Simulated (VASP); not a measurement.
# Si (P6_3/mmc) in VASP: notebook

Runs on Si. Level: revPBE. Tasks: single point, relaxation of cell and atoms.

Everything below comes from runs of VASP 6.6.1. Logs are shortened: lines on timing, memory, paths and dates and some standing lists are left out, and cuts for length are marked.

### Step 1. The cell of the first run

The structure is hexagonal, space group P6_3/mmc (No. 194). The conventional cell has a = 2.798 Å, b = 2.798 Å, c = 9.283 Å, α = 90.00°, β = 90.00°, γ = 120.00°. Within 3.7 Å of Si (site symmetry -3m) lie 12 Si at 2.80 to 2.83 Å. Within 3.7 Å of Si (site symmetry -6m2) lie 12 Si at 2.80 to 2.83 Å.

### Step 2. Single point, revPBE (volume scaled by 1.08)

INCAR reads:

```
SYSTEM = Si
PREC     = Accurate       ! precision mode
ENCUT    = 520            ! plane-wave cutoff, eV
EDIFF    = 1E-6           ! SCF threshold, eV
ISMEAR   = -1             ! smearing method
SIGMA    = 0.1            ! smearing width, eV
LREAL    = .False.        ! projectors in reciprocal space
LASPH    = .True.         ! aspherical terms in the spheres
NELM     = 100            ! most SCF steps
ALGO     = Normal         ! electronic algorithm
ISIF     = 2              ! what is computed and relaxed
LWAVE    = .False.        ! write WAVECAR
LCHARG   = .False.        ! write CHGCAR
GGA      = RE             ! functional
NBANDS   = 16             ! bands
```

KPOINTS reads:

```
regular mesh
0
Gamma
  15 15 4
  0 0 0
```

POSCAR reads:

```
Si
1.0
    2.7984003625      0.0000000000      0.0000000000
   -1.3992001813      2.4234858039      0.0000000000
    0.0000000000      0.0000000000      9.2827700543
Si
4
Direct
    0.0000000000      0.0000000000      1.0000000000
    0.0000000000      0.0000000000      0.5000000000
    0.3333333333      0.6666666667      0.2500000000
    0.6666666667      0.3333333333      0.7500000000
```

Potentials or basis: VASP PAW PBE potentials, release 64 (Si).

Run with:

```console
$ cat potpaw_PBE.64/Si/POTCAR > POTCAR
$ mpirun -np 1 vasp_std > vasp.out
```

OUTCAR:

```text
SYSTEM = Si
   PREC = Accurate
   ENCUT = 520
   EDIFF = 1E-6
   ISMEAR = -1
   LREAL = .False.
   LASPH = .True.
   NELM = 100
   ISIF = 2
   GGA = RE

 ion  position               nearest neighbor table
   1  0.000  0.000  0.000-   3 2.83   4 2.83   4 2.83   3 2.83   4 2.83   3 2.83
   2  0.000  0.000  0.500-   3 2.83   4 2.83   4 2.83   3 2.83   4 2.83   3 2.83
   3  0.333  0.667  0.250-   1 2.83   2 2.83   1 2.83   2 2.83   1 2.83   2 2.83
   4  0.667  0.333  0.750-   1 2.83   2 2.83   1 2.83   2 2.83   1 2.83   2 2.83

  LATTYP: Found a hexagonal cell.
 ALAT       =     2.7984003625
 C/A-ratio  =     3.3171701157

  Lattice vectors:

 A1 = (   2.7984003625,   0.0000000000,   0.0000000000)
 A2 = (  -1.3992001813,   2.4234858039,   0.0000000000)
 A3 = (   0.0000000000,   0.0000000000,   9.2827700543)

Analysis of symmetry for initial positions (statically):
=====================================================================
 Subroutine PRICEL returns:
 Original cell was already a primitive cell.

 Routine SETGRP: Setting up the symmetry group for a
 hexagonal supercell.

 Subroutine GETGRP returns: Found 24 space group operations
 (whereof 12 operations were pure point group operations)
 out of a pool of 24 trial point group operations.

The static configuration has the point symmetry D_3d.
 The point group associated with its full space group is D_6h.

Analysis of symmetry for dynamics (positions and initial velocities):
=====================================================================
 Subroutine PRICEL returns:
 Original cell was already a primitive cell.

 Routine SETGRP: Setting up the symmetry group for a
 hexagonal supercell.

 Subroutine GETGRP returns: Found 24 space group operations
 (whereof 12 operations were pure point group operations)
 out of a pool of 24 trial point group operations.

The dynamic configuration has the point symmetry D_3d.
 The point group associated with its full space group is D_6h.

 Subroutine INISYM returns: Found 24 space group operations
 (whereof 12 operations are pure point group operations),
 and found     1 'primitive' translations

----------------------------------------------------------------------------------------

                                     Primitive cell

  volume of cell :      62.9547

  direct lattice vectors                    reciprocal lattice vectors
     2.798400362  0.000000000  0.000000000     0.357347009  0.206314392  0.000000000
    -1.399200181  2.423485804  0.000000000     0.000000000  0.412628784  0.000000000
     0.000000000  0.000000000  9.282770054     0.000000000  0.000000000  0.107726465

  length of vectors
     2.798400362  2.798400363  9.282770054     0.412628784  0.412628784  0.107726465

  position of ions in fractional coordinates (direct lattice)
     0.000000000  0.000000000  0.000000000
     0.000000000  0.000000000  0.500000000
     0.333333333  0.666666667  0.250000000
     0.666666667  0.333333333  0.750000000

  ion indices of the primitive-cell ions
   primitive index   ion index
                 1           1
                 2           2
                 3           3
                 4           4

----------------------------------------------------------------------------------------

 KPOINTS: regular mesh

Automatic generation of k-mesh.
 Grid dimensions read from file:
 generate k-points for:   15   15    4

 Generating k-lattice:

  Cartesian coordinates                     Fractional coordinates (reciprocal lattice)
     0.023823134  0.013754293  0.000000000     0.066666667  0.000000000  0.000000000
     0.000000000  0.027508586  0.000000000     0.000000000  0.066666667  0.000000000
     0.000000000  0.000000000  0.026931616     0.000000000  0.000000000  0.250000000

  Length of vectors
     0.027508586  0.027508586  0.026931616

  Shift w.r.t. Gamma in fractional coordinates (k-lattice)
     0.000000000  0.000000000  0.000000000

 Subroutine IBZKPT returns following result:
 ===========================================

 Found     81 irreducible k-points:

 Following reciprocal coordinates:
            Coordinates               Weight
  0.000000  0.000000  0.000000      1.000000
  0.066667  0.000000  0.000000      6.000000
  0.133333  0.000000  0.000000      6.000000
  0.200000  0.000000  0.000000      6.000000
  0.266667  0.000000  0.000000      6.000000
  0.333333  0.000000  0.000000      6.000000
[... 16 lines left out ...]
  0.333333  0.200000  0.000000     12.000000
  0.400000  0.200000  0.000000      6.000000
 [... further k-points ...]
   k-points           NKPTS =     81   k-points in BZ     NKDIM =     81   number of bands    NBANDS=     16
   number of dos      NEDOS =    301   number of ions     NIONS =      4
   total plane-waves  NPLWV =  40320
   dimension x,y,z NGX =    24 NGY =   24 NGZ =   70
   dimension x,y,z NGXF=    48 NGYF=   48 NGZF=  140
   ions per type =               4
   NGX,Y,Z   is equivalent  to a cutoff of  14.26, 14.26, 12.54 a.u.
   NGXF,Y,Z  is equivalent  to a cutoff of  28.52, 28.52, 25.07 a.u.
 SYSTEM =  Si
   PREC   = accura    normal or accurate (medium, high low for compatibility)
   ISTART =      0    job   : 0-new  1-cont  2-samecut
   ICHARG =      2    charge: 1-file 2-atom 10-const
   ISPIN  =      1    spin polarized calculation?
   LNONCOLLINEAR =      F non collinear calculations
   LSORBIT =      F    spin-orbit coupling
   LASPH  =      T    aspherical Exc in radial PAW
   ENCUT  =  520.0 eV  38.22 Ry    6.18 a.u.   5.20  5.20 17.26*2*pi/ulx,y,z
   NELM   =    100;   NELMIN=  2; NELMDL= -5     # of ELM steps
   EDIFF  = 0.1E-05   stopping-criterion for ELM
   LREAL  =      F    real-space projection
   EDIFFG = 0.1E-04   stopping-criterion for IOM
   NSW    =      0    number of steps for IOM
   IBRION =     -1    ionic relax: 0-MD 1-quasi-New 2-CG
   NFREE  =      0    steps in history (QN), initial steepest desc. (CG)
   ISIF   =      2    stress and relaxation
   ISYM   =      2    0-nonsym 1-usesym 2-fastsym
   POTIM  = 0.5000    time-step for ionic-motion
   TEBEG  =    0.0;   TEEND  =   0.0 temperature during run
   PSTRESS=    0.0 pullay stress
   NELECT =      16.0000    total number of electrons
   NUPDOWN=      -1.0000    fix difference up-down
   EMIN   =  10.00;   EMAX   =-10.00  energy-range for DOS
   EFERMI =   0.00;   METHOD = LEGACY
   ISMEAR =    -1;   SIGMA  =   0.10  broadening in eV -4-tet -1-fermi 0-gaus
   EFERMI_NEDOS =   21; number of points for ismear=-14 and -15
   IALGO  =     38    algorithm
   IMIX   =      4    mixing-type and parameters
     AMIX     =   0.40;   BMIX     =  1.00
     AMIX_MAG =   1.60;   BMIX_MAG =  1.00
  volume/ion in A,a.u.               =      15.74       106.21
  Fermi-wavevector in a.u.,A,eV,Ry     =   1.036984  1.959616 14.630841  1.075336
  Thomas-Fermi vector in A             =   2.171401
   LORBIT       =      0    0 simple, 1 ext, 2 COOP (PROOUT), +10 PAW based schemes
   GGA     = RE    functional components
   LHFCALC =     F    Hartree Fock is set to
   AEXX    =    0.0000 exact exchange contribution
   IVDW    =     0    specifies the selected vdW correction
   LEPSILON=     F    determine dielectric tensor
   LRPA    =     F    only Hartree local field effects (RPA)
 non-spin polarized calculation
  energy-cutoff  :      520.00
  volume of cell :       62.95
 maximum number of plane-waves:      1713
 NGX is ok and might be reduce to    24
   NGX = 11   NGY = 11   NGZ = 35

 number of electron      16.0000001 magnetization

 Free energy of the ion-electron system (eV)
  ---------------------------------------------------
  ext. energy  EPLUGINS =         0.00000000
  ---------------------------------------------------
  free energy    TOTEN  =       -18.59659397 eV

  energy without entropy =      -18.52965749  energy(sigma->0) =      -18.56312573

 E-fermi :   9.1287     XC(G=0): -10.8502

 val. band max:        9.1031716114   @ k =   0.2667   0.2000   0.0000
 cond. band min:       9.1340209492   @ k =   0.2000   0.2000   0.2500
 fundamental gap:      0.0308493378
 Fermi energy:         9.1286646652

 k-point     1 :       0.0000    0.0000    0.0000
  band No.  band energies     occupation
      1      -4.5488      2.00000
      2      -2.8753      2.00000
      3      -2.8745      2.00000
      4       1.5672      2.00000
      5       2.6598      2.00000
      6      10.1036      0.00012
[... 8 lines left out ...]
     15      19.0372      0.00000
     16      19.1065      0.00000

 k-point     2 :       0.0667    0.0000    0.0000
  band No.  band energies     occupation
      1      -4.4390      2.00000
      2      -2.7663      2.00000
      3      -2.7654      2.00000
      4       1.6758      2.00000
      5       2.7635      2.00000
      6      10.1991      0.00004
[... 8 lines left out ...]
     15      18.8806      0.00000
     16      19.2403      0.00000

 k-point     3 :       0.1333    0.0000    0.0000
  band No.  band energies     occupation
      1      -4.1100      2.00000
      2      -2.4397      2.00000
      3      -2.4386      2.00000
      4       2.0009      2.00000
      5       3.0739      2.00000
      6      10.4764      0.00000
[... 8 lines left out ...]
     15      18.1344      0.00000
     16      18.4850      0.00000

 k-point     4 :       0.2000    0.0000    0.0000
  band No.  band energies     occupation
      1      -3.5629      2.00000
      2      -1.8970      2.00000
      3      -1.8953      2.00000
      4       2.5408      2.00000
      5       3.5893      2.00000
      6      10.5248      0.00000
[... 8 lines left out ...]
     15      16.7913      0.00000
     16      16.9359      0.00000
[... 324 lines left out ...]
 k-point    22 :       0.2667    0.2000    0.0000
  band No.  band energies     occupation
      1      -0.5317      2.00000
      2       1.1026      2.00000
      3       1.1143      2.00000
      4       5.5028      2.00000
      5       5.8674      2.00000
      6       6.3140      2.00000
[... 8 lines left out ...]
     15      13.3999      0.00000
     16      13.8416      0.00000

 k-point    23 :       0.3333    0.2000    0.0000
  band No.  band energies     occupation
      1       0.7431      2.00000
      2       2.3328      2.00000
      3       2.3802      2.00000
      4       4.0338      2.00000
      5       5.5202      2.00000
      6       5.5433      2.00000
[... 8 lines left out ...]
     15      13.5331      0.00000
     16      14.7646      0.00000

 k-point    24 :       0.4000    0.2000    0.0000
  band No.  band energies     occupation
      1       2.0271      2.00000
      2       2.3753      2.00000
      3       3.6258      2.00000
      4       3.8638      2.00000
      5       4.0210      2.00000
      6       4.1126      2.00000
[... 8 lines left out ...]
     15      13.5709      0.00000
     16      15.3068      0.00000

 [... further k-points ...]

------------------------ aborting loop because EDIFF is reached ----------------------------------------

  FORCE on cell =-STRESS in cart. coord.  units (eV):
  Direction    XX          YY          ZZ          XY          YZ          ZX
  --------------------------------------------------------------------------------------
  -------------------------------------------------------------------------------------
  Total       -2.4671853     -2.4671853     -1.8084152      0.0000000      0.0000000     -0.0000000
  in kB      -62.7891260    -62.7891260    -46.0236236      0.0000000      0.0000000     -0.0000000
  external PRESSURE =     -57.2006252 kB  Pullay stress =       0.0000000 kB

 VOLUME and BASIS-vectors are now :
 -----------------------------------------------------------------------------
  energy-cutoff  :      520.00
  volume of cell :       62.95
      direct lattice vectors                 reciprocal lattice vectors
     2.798400362  0.000000000  0.000000000     0.357347009  0.206314392  0.000000000
    -1.399200181  2.423485804  0.000000000     0.000000000  0.412628784  0.000000000
     0.000000000  0.000000000  9.282770054     0.000000000  0.000000000  0.107726465

 POSITION                                       TOTAL-FORCE (eV/Angst)
 -----------------------------------------------------------------------------------
      0.00000      0.00000      0.00000         0.000000      0.000000      0.000000
      0.00000      0.00000      4.64139         0.000000      0.000000      0.000000
     -0.00000      1.61566      2.32069         0.000000     -0.000000     -0.000000
      1.39920      0.80783      6.96208        -0.000000      0.000000     -0.000000
 -----------------------------------------------------------------------------------
    total drift:                               -0.000000      0.000000     -0.000000

  FREE ENERGIE OF THE ION-ELECTRON SYSTEM (eV)
  ---------------------------------------------------
  free  energy   TOTEN  =       -18.5965939668 eV

  energy  without entropy=      -18.5296574931  energy(sigma->0) =      -18.56312573
```

Wall time 51 s (1 thread of Intel Xeon Platinum 8259CL at 2.50GHz (Skylake/Cascade Lake), shared host); peak memory 0.21 GiB.

What came out:

```
Free energy            : -18.5966 eV
Pressure               : -5.7 GPa
Band gap on the k mesh : zero (band 8 reaches 17.09 eV, above the bottom of band 9 at 5.53 eV)
```

Stress tensor (GPa, compression positive):
```
-6.28  0.00  0.00
 0.00 -6.28  0.00
 0.00  0.00 -4.60
```

Caveat: the PAW data sets were made with another functional, which shifts forces and pressure a little.

### Step 3. Single point, revPBE (volume scaled by 1.12)

INCAR reads:

```
SYSTEM = Si
ALGO = Normal
EDIFF = 1E-6
ENCUT = 520
GGA = RE
ISIF = 2
ISMEAR = -1
LASPH = .True.
LCHARG = .False.
LREAL = .False.
LWAVE = .False.
NBANDS = 16
NELM = 100
PREC = Accurate
SIGMA = 0.1
```

KPOINTS reads:

```
k-points
0
Gamma
  15 15 4
  0 0 0
```

POSCAR reads:

```
Si
1.0
    2.8325305599      0.0000000000      0.0000000000
   -1.4162652799      2.4530434219      0.0000000000
    0.0000000000      0.0000000000      9.3959857251
Si
4
Direct
    0.0000000000      0.0000000000      1.0000000000
    0.0000000000      0.0000000000      0.5000000000
    0.3333333333      0.6666666667      0.2500000000
    0.6666666667      0.3333333333      0.7500000000
```

Potentials or basis: VASP PAW PBE potentials, release 64 (Si).

Run with:

```console
$ cat potpaw_PBE.64/Si/POTCAR > POTCAR
$ mpirun -np 1 vasp_std > vasp.out
```

OUTCAR:

```text
SYSTEM = Si
   EDIFF = 1E-6
   ENCUT = 520
   GGA = RE
   ISIF = 2
   ISMEAR = -1
   LASPH = .True.
   LREAL = .False.
   NELM = 100
   PREC = Accurate

 ion  position               nearest neighbor table
   1  0.000  0.000  0.000-   3 2.86   4 2.86   4 2.86   3 2.86   4 2.86   3 2.86
   2  0.000  0.000  0.500-   3 2.86   4 2.86   4 2.86   3 2.86   4 2.86   3 2.86
   3  0.333  0.667  0.250-   1 2.86   2 2.86   1 2.86   2 2.86   1 2.86   2 2.86
   4  0.667  0.333  0.750-   1 2.86   2 2.86   1 2.86   2 2.86   1 2.86   2 2.86

  LATTYP: Found a hexagonal cell.
 ALAT       =     2.8325305599
 C/A-ratio  =     3.3171701157
[... 656 lines left out ...]
  --------------------------------------------------------------------------------------
  -------------------------------------------------------------------------------------
  Total       -3.3188392     -3.3188392     -2.6691391     -0.0000000      0.0000000      0.0000000
  in kB      -81.4469098    -81.4469098    -65.5027611     -0.0000000      0.0000000      0.0000000
  external PRESSURE =     -76.1321936 kB  Pullay stress =       0.0000000 kB

 VOLUME and BASIS-vectors are now :
 -----------------------------------------------------------------------------
  energy-cutoff  :      520.00
  volume of cell :       65.29
      direct lattice vectors                 reciprocal lattice vectors
     2.832530560  0.000000000  0.000000000     0.353041204  0.203828434  0.000000000
    -1.416265280  2.453043422  0.000000000     0.000000000  0.407656869  0.000000000
     0.000000000  0.000000000  9.395985725     0.000000000  0.000000000  0.106428429

 POSITION                                       TOTAL-FORCE (eV/Angst)
 -----------------------------------------------------------------------------------
      0.00000      0.00000      0.00000        -0.000000      0.000000     -0.000000
      0.00000      0.00000      4.69799        -0.000000      0.000000     -0.000000
     -0.00000      1.63536      2.34900         0.000000      0.000000      0.000000
      1.41627      0.81768      7.04699         0.000000     -0.000000      0.000000
 -----------------------------------------------------------------------------------
    total drift:                               -0.000000      0.000000     -0.000000

  FREE ENERGIE OF THE ION-ELECTRON SYSTEM (eV)
  ---------------------------------------------------
  free  energy   TOTEN  =       -18.4992173174 eV

  energy  without entropy=      -18.4300377424  energy(sigma->0) =      -18.46462753
```

OSZICAR:

```text
N       E                     dE             d eps       ncg     rms          rms(c)
DAV:   1     0.179873159299E+02    0.17987E+02   -0.60589E+03  2592   0.816E+02
DAV:   2    -0.174710268505E+02   -0.35458E+02   -0.33109E+02  3496   0.114E+02
DAV:   3    -0.185735003506E+02   -0.11025E+01   -0.10926E+01  3504   0.174E+01
DAV:   4    -0.185797148719E+02   -0.62145E-02   -0.62133E-02  3120   0.175E+00
DAV:   5    -0.185797589043E+02   -0.44032E-04   -0.44031E-04  3560   0.126E-01    0.505E+00
DAV:   6    -0.185281987202E+02    0.51560E-01   -0.16805E-02  2912   0.599E-01    0.275E+00
DAV:   7    -0.184995018540E+02    0.28697E-01   -0.30410E-02  3200   0.791E-01    0.209E-01
DAV:   8    -0.184992251012E+02    0.27675E-03   -0.58870E-04  3304   0.139E-01    0.381E-02
DAV:   9    -0.184992246041E+02    0.49714E-06   -0.10437E-05  3344   0.176E-02    0.119E-02
DAV:  10    -0.184992182398E+02    0.63643E-05   -0.43405E-07  2120   0.420E-03    0.921E-03
DAV:  11    -0.184992173174E+02    0.92235E-06   -0.38770E-08  1720   0.135E-03
   1 F= -.18499217E+02 E0= -.18464628E+02  d E =-.691796E-01
```

It took 61 s on 1 thread of Intel Xeon Platinum 8259CL at 2.50GHz (Skylake/Cascade Lake), shared host; peak memory 0.21 GiB.

What came out:

```
Free energy            : -18.4992 eV
Pressure               : -7.6 GPa
Band gap on the k mesh : zero (band 8 reaches 16.36 eV, above the bottom of band 9 at 5.18 eV)
```

Stress tensor (GPa, compression positive):
```
-8.14  0.00  0.00
 0.00 -8.14  0.00
 0.00  0.00 -6.55
```

Caveat: the PAW data sets were made with another functional, which shifts forces and pressure a little.

(Part 1 of 2 ends here.)
